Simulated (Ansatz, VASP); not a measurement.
# Two plane-wave programs on TaSiSe

```xyz
3
Lattice="3.3618 0.0000 0.0000 -1.6809 2.9333 0.0000 0.0000 0.0000 18.0000" Properties=species:S:1:pos:R:3 pbc="T T T"
Ta    0.0000    0.0000    9.0540
Si    1.6809    0.9739   10.6102
Se    1.6809    0.9739    7.3898
```

Alike in both runs: task single point; functional PBE; k mesh 6 × 6 × 1; occupations gaussian, width 0.1 eV; no spin polarisation.

```csv
,VASP,Ansatz
version,VASP 6.6.1,Ansatz 0.2.0
potentials or method,"VASP PAW PBE potentials, release 64 (Ta_pv, Si, Se), cutoff 520 eV","scalar-relativistic, plane waves, PAW"
valence electrons in the cell,21,33
```

```tsv
	VASP	Ansatz	Ansatz less VASP
gap on the k mesh at the Fermi level (eV)	none	none	-
rms of the force components (eV/Å)	0.652	0.634	-0.0176
```

Atom by atom the forces differ by 0.019 eV/Å (rms over components). A gap of «none» marks a metal or a gap that the smearing closes. With one functional, cell and mesh, what is left measures potentials, basis and numerics. VASP's potentials hold 21 valence electrons a cell and Ansatz's 33, so a difference there can come from the potentials and not from the codes. Ansatz's warnings: slab cell height set.

Spin-orbit coupling is off throughout.
